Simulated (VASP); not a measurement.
# PbS in VASP: relaxation of cell and atoms with PBEsol

Aim: the relaxation of cell and atoms of PbS with PBEsol.

All numbers are computed with VASP 6.6.1; they aren't measurements. Logs are shortened: lines on timing, memory, paths and dates and some standing lists are left out, and cuts for length are marked.

## Step 1: The cell of the first run

The cell holds a slab with vacuum, 4 atoms: a = 4.220 Å, b = 4.220 Å, c = 22.306 Å, α = 93.81°, β = 93.81°, γ = 90.05°.

## Step 2: Relaxation of cell and atoms, PBEsol

INCAR reads:

```
SYSTEM = PbS
  PREC = Accurate
  ENCUT = 600
  EDIFF = 1E-6
  ISMEAR = 0
  SIGMA = 0.01
  LREAL = .False.
  LASPH = .True.
  NELM = 100
  ALGO = Normal
  ISIF = 3
  LWAVE = .False.
  LCHARG = .False.
  GGA = PS
  IBRION = 2
  NSW = 80
  EDIFFG = -0.01
```

KPOINTS reads:

```
regular mesh
0
Gamma
  5 5 1
  0 0 0
```

POSCAR reads:

```
PbS
1.0
    2.9828240000     -2.9853070000      0.0000000000
    2.9828240000      2.9853070000      0.0000000000
   -2.0983280000      0.0000000000     22.2066720000
Pb S
2 2
Direct
    0.7325610000      0.7221170000      0.9356980000
    0.2778830000      0.2674390000      0.0643020000
    0.2459460000      0.2157900000      0.9443730000
    0.7842100000      0.7540540000      0.0556270000
```

Potentials or basis: VASP PAW PBE potentials, release 64 (Pb_d, S).

The run is started by

```sh
$ cat potpaw_PBE.64/Pb_d/POTCAR potpaw_PBE.64/S/POTCAR > POTCAR
$ mpirun -np 1 vasp_std > vasp.out
```

OUTCAR:

```text
SYSTEM = PbS
   PREC = Accurate
   ENCUT = 600
   EDIFF = 1E-6
   ISMEAR = 0
   LREAL = .False.
   LASPH = .True.
   NELM = 100
   ISIF = 3
   GGA = PS
   IBRION = 2
   NSW = 80
   EDIFFG = -0.01

 ion  position               nearest neighbor table
   1  0.733  0.722  0.936-   4 2.66   3 2.93   3 2.99   3 2.99   3 3.05   2 4.13   2 4.13   2 4.13
                             2 4.13
   2  0.278  0.267  0.064-   3 2.66   4 2.93   4 2.99   4 2.99   4 3.05   1 4.13   1 4.13   1 4.13
                             1 4.13
   3  0.246  0.216  0.944-   2 2.66   1 2.93   1 2.99   1 2.99   1 3.05
   4  0.784  0.754  0.056-   1 2.66   2 2.93   2 2.99   2 2.99   2 3.05

  LATTYP: Found a base centered monoclinic cell.
 ALAT       =     5.9656480000
 B/A-ratio  =     1.0008324326
 C/A-ratio  =     3.7390050716
 COS(beta)  =    -0.0940718527

  Lattice vectors:

 A1 = (   2.9828240000,  -2.9853070000,   0.0000000000)
 A2 = (   2.9828240000,   2.9853070000,   0.0000000000)
 A3 = (  -2.0983280000,   0.0000000000,  22.2066720000)

Analysis of symmetry for initial positions (statically):
=====================================================================
 Subroutine PRICEL returns:
 Original cell was already a primitive cell.

 Routine SETGRP: Setting up the symmetry group for a
 base centered monoclinic supercell.

 Subroutine GETGRP returns: Found  2 space group operations
 (whereof  2 operations were pure point group operations)
 out of a pool of  4 trial point group operations.

The static configuration has the point symmetry C_2 .

Analysis of symmetry for dynamics (positions and initial velocities):
=====================================================================
 Subroutine PRICEL returns:
 Original cell was already a primitive cell.

 Routine SETGRP: Setting up the symmetry group for a
 base centered monoclinic supercell.

 Subroutine GETGRP returns: Found  2 space group operations
 (whereof  2 operations were pure point group operations)
 out of a pool of  4 trial point group operations.

The dynamic configuration has the point symmetry C_2 .

 Subroutine INISYM returns: Found  2 space group operations
 (whereof  2 operations are pure point group operations),
 and found     1 'primitive' translations

----------------------------------------------------------------------------------------

                                     Primitive cell

  volume of cell :     395.4851

  direct lattice vectors                    reciprocal lattice vectors
     2.982824000 -2.985307000  0.000000000     0.167626384 -0.167486962  0.015839165
     2.982824000  2.985307000  0.000000000     0.167626384  0.167486962  0.015839165
    -2.098328000  0.000000000 22.206672000     0.000000000  0.000000000  0.045031511

  length of vectors
     4.220106266  4.220106266 22.305588127     0.237489718  0.237489718  0.045031511

  position of ions in fractional coordinates (direct lattice)
     0.732561000  0.722117000  0.935698000
     0.277883000  0.267439000  0.064302000
     0.245946000  0.215790000  0.944373000
     0.784210000  0.754054000  0.055627000

  ion indices of the primitive-cell ions
   primitive index   ion index
                 1           1
                 2           2
                 3           3
                 4           4

----------------------------------------------------------------------------------------

 KPOINTS: regular mesh

Automatic generation of k-mesh.
 Grid dimensions read from file:
 generate k-points for:    5    5    1

 Generating k-lattice:

  Cartesian coordinates                     Fractional coordinates (reciprocal lattice)
     0.033525277 -0.033497392  0.003167833     0.200000000 -0.000000000  0.000000000
     0.033525277  0.033497392  0.003167833    -0.000000000  0.200000000  0.000000000
     0.000000000  0.000000000  0.045031511     0.000000000  0.000000000  1.000000000

  Length of vectors
     0.047497944  0.047497944  0.045031511

  Shift w.r.t. Gamma in fractional coordinates (k-lattice)
     0.000000000  0.000000000  0.000000000

 Subroutine IBZKPT returns following result:
 ===========================================

 Found      9 irreducible k-points:

 Following reciprocal coordinates:
            Coordinates               Weight
  0.000000  0.000000  0.000000      1.000000
  0.200000  0.000000 -0.000000      4.000000
  0.400000  0.000000 -0.000000      4.000000
  0.200000  0.200000  0.000000      2.000000
  0.400000  0.200000 -0.000000      4.000000
 -0.400000  0.200000  0.000000      4.000000
 -0.200000  0.200000  0.000000      2.000000
  0.400000  0.400000 -0.000000      2.000000
 -0.400000  0.400000  0.000000      2.000000
   k-points           NKPTS =      9   k-points in BZ     NKDIM =      9   number of bands    NBANDS=     24
   number of dos      NEDOS =    301   number of ions     NIONS =      4
   total plane-waves  NPLWV = 233280
   dimension x,y,z NGX =    36 NGY =   36 NGZ =  180
   dimension x,y,z NGXF=    72 NGYF=   72 NGZF=  360
   ions per type =               2   2
   NGX,Y,Z   is equivalent  to a cutoff of  14.18, 14.18, 13.42 a.u.
   NGXF,Y,Z  is equivalent  to a cutoff of  28.36, 28.36, 26.83 a.u.
 SYSTEM =  PbS
   PREC   = accura    normal or accurate (medium, high low for compatibility)
   ISTART =      0    job   : 0-new  1-cont  2-samecut
   ICHARG =      2    charge: 1-file 2-atom 10-const
   ISPIN  =      1    spin polarized calculation?
   LNONCOLLINEAR =      F non collinear calculations
   LSORBIT =      F    spin-orbit coupling
   LASPH  =      T    aspherical Exc in radial PAW
   ENCUT  =  600.0 eV  44.10 Ry    6.64 a.u.   8.43  8.43 44.55*2*pi/ulx,y,z
   NELM   =    100;   NELMIN=  2; NELMDL= -5     # of ELM steps
   EDIFF  = 0.1E-05   stopping-criterion for ELM
   LREAL  =      F    real-space projection
   EDIFFG = -.1E-01   stopping-criterion for IOM
   NSW    =     80    number of steps for IOM
   IBRION =      2    ionic relax: 0-MD 1-quasi-New 2-CG
   NFREE  =      1    steps in history (QN), initial steepest desc. (CG)
   ISIF   =      3    stress and relaxation
   ISYM   =      2    0-nonsym 1-usesym 2-fastsym
   POTIM  = 0.5000    time-step for ionic-motion
   TEBEG  =    0.0;   TEEND  =   0.0 temperature during run
   PSTRESS=    0.0 pullay stress
   NELECT =      40.0000    total number of electrons
   NUPDOWN=      -1.0000    fix difference up-down
   EMIN   =  10.00;   EMAX   =-10.00  energy-range for DOS
   EFERMI =   0.00;   METHOD = LEGACY
   ISMEAR =     0;   SIGMA  =   0.01  broadening in eV -4-tet -1-fermi 0-gaus
   EFERMI_NEDOS =   21; number of points for ismear=-14 and -15
   IALGO  =     38    algorithm
   IMIX   =      4    mixing-type and parameters
     AMIX     =   0.40;   BMIX     =  1.00
     AMIX_MAG =   1.60;   BMIX_MAG =  1.00
  volume/ion in A,a.u.               =      98.87       667.22
  Fermi-wavevector in a.u.,A,eV,Ry     =   0.762755  1.441397  7.915794  0.581794
  Thomas-Fermi vector in A             =   1.862286
   LORBIT       =      0    0 simple, 1 ext, 2 COOP (PROOUT), +10 PAW based schemes
   GGA     = PS    functional components
   LHFCALC =     F    Hartree Fock is set to
   AEXX    =    0.0000 exact exchange contribution
   IVDW    =     0    specifies the selected vdW correction
   LEPSILON=     F    determine dielectric tensor
   LRPA    =     F    only Hartree local field effects (RPA)
 conjugate gradient relaxation of ions
 non-spin polarized calculation
 Gauss-broadening in eV      SIGMA  =   0.01
  energy-cutoff  :      600.00
  volume of cell :      395.49
 maximum number of plane-waves:     13238
 NGX is ok and might be reduce to    36
   NGX = 17   NGY = 17   NGZ = 89

--------------------------------------- Ionic step        1  -------------------------------------------

 number of electron      39.9999997 magnetization

 Free energy of the ion-electron system (eV)
  ---------------------------------------------------
  ext. energy  EPLUGINS =         0.00000000
  ---------------------------------------------------
  free energy    TOTEN  =       -18.51044472 eV

  energy without entropy =      -18.51044472  energy(sigma->0) =      -18.51044472

------------------------ aborting loop because EDIFF is reached ----------------------------------------

  FORCE on cell =-STRESS in cart. coord.  units (eV):
  Direction    XX          YY          ZZ          XY          YZ          ZX
  --------------------------------------------------------------------------------------
  -------------------------------------------------------------------------------------
  Total       -1.3003720     -1.2830492     -0.4462764      0.0000000      0.0000000      0.0138127
  in kB       -5.2680282     -5.1978505     -1.8079417      0.0000000      0.0000000      0.0559576
  external PRESSURE =      -4.0912735 kB  Pullay stress =       0.0000000 kB
[... 95 lines left out ...]
  FREE ENERGIE OF THE ION-ELECTRON SYSTEM (eV)
  ---------------------------------------------------
  free  energy   TOTEN  =       -18.5275434845 eV

  energy  without entropy=      -18.5275434845  energy(sigma->0) =      -18.52754348

[... ionic steps 4 to 17 ...]

--------------------------------------- Ionic step       18  -------------------------------------------

 number of electron      40.0000000 magnetization

------------------------ aborting loop because EDIFF is reached ----------------------------------------

  FORCE on cell =-STRESS in cart. coord.  units (eV):
  Direction    XX          YY          ZZ          XY          YZ          ZX
  --------------------------------------------------------------------------------------
  -------------------------------------------------------------------------------------
  Total        0.0070679      0.0043472     -0.0382089      0.0000000      0.0000000      0.0025567
  in kB        0.0293333      0.0180418     -0.1585749      0.0000000      0.0000000      0.0106108
  external PRESSURE =      -0.0370666 kB  Pullay stress =       0.0000000 kB
[... 61 lines left out ...]
  energy  without entropy=      -18.5316563826  energy(sigma->0) =      -18.53165638

--------------------------------------- Ionic step       20  -------------------------------------------

 number of electron      40.0000000 magnetization

 Free energy of the ion-electron system (eV)
  ---------------------------------------------------
  ext. energy  EPLUGINS =         0.00000000
  ---------------------------------------------------
  free energy    TOTEN  =       -18.53167286 eV

  energy without entropy =      -18.53167286  energy(sigma->0) =      -18.53167286

 E-fermi :  -1.7991     XC(G=0):  -3.1092

 val. band max:       -1.8486895253   @ k =   0.4000   0.0000  -0.0000
 cond. band min:      -0.2808714877   @ k =   0.4000   0.0000  -0.0000
 fundamental gap:      1.5678180376
 Fermi energy:        -1.7990837639

 k-point     1 :       0.0000    0.0000    0.0000
  band No.  band energies     occupation
      1     -18.2188      2.00000
      2     -18.0825      2.00000
      3     -18.0690      2.00000
      4     -18.0612      2.00000
      5     -18.0415      2.00000
      6     -18.0414      2.00000
[... 263 lines left out ...]
  FREE ENERGIE OF THE ION-ELECTRON SYSTEM (eV)
  ---------------------------------------------------
  free  energy   TOTEN  =       -18.5316728579 eV

  energy  without entropy=      -18.5316728579  energy(sigma->0) =      -18.53167286

 reached required accuracy - stopping structural energy minimisation
```

It took 24 min on 1 thread of AMD EPYC 7R43 (Zen 3), shared host; peak memory 0.58 GiB.

What came out:

| Item | Value |
| --- | --- |
| Free energy | -18.5317 eV |
| Relaxed cell | a = 4.171 Å, b = 4.171 Å, c = 22.286 Å, α = 93.77°, β = 93.77°, γ = 90.01° |
| Space group after relaxing (to 0.1 Å) | C2/m (No. 12) |
| Energy gained by relaxing | 5.3 meV/atom |
| Ionic steps | 20 |
| Largest force after relaxing | 0.007 eV/Å |
| Band gap on the k mesh | 1.57 eV |

Forces in eV/Å, atoms in the order of the input:
```
Pb  -0.001 -0.006 -0.002
Pb   0.001 -0.006  0.002
S    0.000  0.006  0.002
S    0.000  0.006 -0.002
```

The path:
| step | energy change (eV) | largest force (eV/Å) | pressure (GPa) | volume (Å³) |
| --- | --- | --- | --- | --- |
| 1 | 0.0000 | 0.1594 | -0.41 | 395.49 |
| 2 | -0.0150 | 0.1287 | 0.19 | 381.20 |
| 3 | -0.0171 | 0.0973 | 0.03 | 384.82 |
| 4 | -0.0182 | 0.0417 | 0.01 | 384.95 |
| 5 | -0.0182 | 0.0458 | 0.01 | 384.96 |
| 6 | -0.0186 | 0.0436 | 0.00 | 385.15 |
| 7 | -0.0195 | 0.0395 | -0.02 | 385.71 |
| 8 | -0.0206 | 0.0311 | -0.05 | 386.82 |
| 9 | -0.0209 | 0.0177 | 0.00 | 385.84 |
| 10 | -0.0209 | 0.0208 | 0.01 | 385.49 |
| 11 | -0.0208 | 0.0307 | 0.05 | 384.78 |
| 12 | -0.0209 | 0.0218 | 0.02 | 385.36 |
| 13 | -0.0209 | 0.0214 | 0.02 | 385.42 |
| 14 | -0.0210 | 0.0210 | 0.02 | 385.45 |
| 15 | -0.0210 | 0.0162 | 0.02 | 385.40 |
| 16 | -0.0211 | 0.0131 | 0.03 | 385.30 |
| 17 | -0.0212 | 0.0140 | -0.01 | 386.39 |
| 18 | -0.0212 | 0.0106 | 0.00 | 386.05 |
| 19 | -0.0212 | 0.0108 | 0.00 | 386.10 |
| 20 | -0.0212 | 0.0069 | -0.01 | 386.11 |

Final structure:
```cif
data_structure
_symmetry_space_group_name_H-M 'P 1'
_symmetry_Int_Tables_number 1
_cell_length_a 4.1714
_cell_length_b 4.1714
_cell_length_c 22.2860
_cell_angle_alpha 93.765
_cell_angle_beta 93.765
_cell_angle_gamma 90.005
_cell_volume 386.11
loop_
_atom_site_label
_atom_site_type_symbol
_atom_site_fract_x
_atom_site_fract_y
_atom_site_fract_z
_atom_site_occupancy
Pb1 Pb 0.73677 0.71944 0.93712 1
Pb2 Pb 0.28056 0.26323 0.06288 1
S1 S 0.24159 0.21832 0.94276 1
S2 S 0.78168 0.75841 0.05724 1
```

Levels at points of the mesh, in eV from the valence-band top:
| k point | band 18 | band 19 | band 20 | band 21 | band 22 | band 23 |
| --- | --- | --- | --- | --- | --- | --- |
| (0.00, 0.00, 0.00) | -1.67 | -1.67 | -0.45 | 1.88 | 3.94 | 4.58 |

Caveat: the PAW data sets were made with another functional, which shifts forces and pressure a little; spin-orbit coupling is left out, which moves the levels of the heavy elements.
